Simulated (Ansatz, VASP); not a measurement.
## MgO: VASP beside Ansatz

Contents of POSCAR:

```
MgO
1.0
   -0.4627172392      1.9306477911      1.9306477911
    1.9306477911     -0.4627172392      1.9306477911
    1.9306477911      1.9306477911     -0.4627172392
Mg O
1 1
Direct
    0.0000000000      0.0000000000      0.0000000000
    0.5000000000      0.5000000000      0.5000000000
```

File INCAR.step1:

```
PREC = Accurate
ENCUT = 520
ISMEAR = 0
SIGMA = 0.05
LREAL = False
LASPH = True
NELM = 100
NBANDS = 11
GGA = PE
ALGO = Normal
EDIFF = 1E-4
LWAVE = True
LCHARG = False
```

File INCAR.step2:

```
PREC = Accurate
ENCUT = 520
EDIFF = 1E-6
ISMEAR = 0
SIGMA = 0.05
LREAL = False
LASPH = True
NELM = 100
ALGO = Normal
ISIF = 2
LWAVE = False
LCHARG = False
METAGGA = R2SCAN
LMIXTAU = True
NBANDS = 11
ISTART = 1
```

Contents of KPOINTS:

```
Automatic mesh
0
Gamma
  10 10 10
```

Input for Ansatz:

```yaml
crystal:
  lattice:
    - [-0.4627172392, 1.9306477911, 1.9306477911]
    - [1.9306477911, -0.4627172392, 1.9306477911]
    - [1.9306477911, 1.9306477911, -0.4627172392]
  atoms:
    - { symbol: Mg, position: [0.0, 0.0, 0.0] }
    - { symbol: O, position: [0.5, 0.5, 0.5] }
basis:
  ecutwfc: 500
kpoints:
  mp_grid: { grid: [10, 10, 10] }
hamiltonian:
  xc: r2scan
scf:
  occupations: { method: gaussian, width: 0.05 }
output:
  forces: true
  stress: true
  eigenvalues: true
```

Alike in both runs: task single point; functional r2SCAN; k mesh 10 × 10 × 10; occupations gaussian, width 0.05 eV; no spin polarisation.

```csv
,VASP,Ansatz
version,VASP 6.6.1,Ansatz 0.2.0
potentials or method,"VASP PAW PBE potentials, release 64 (Mg, O), cutoff 520 eV","scalar-relativistic, plane waves, PAW"
valence electrons in the cell,8,16
```

|  | VASP | Ansatz | Ansatz less VASP |
| --- | --- | --- | --- |
| gap on the k mesh at the Fermi level (eV) | 3.44 | 3.48 | +0.035 |
| least direct gap on the mesh (eV) | 3.44 | 3.48 | +0.035 |
| pressure (GPa) | -8.3 | -7.3 | +1.06 |
| traceless stress, the component that is largest in VASP (GPa) | 15.49 | 15.36 | -0.136 |

VASP's potentials were made for PBE, not for r2SCAN. VASP's potentials hold 8 valence electrons a cell and Ansatz's 16, so a difference there can come from the potentials and not from the codes.
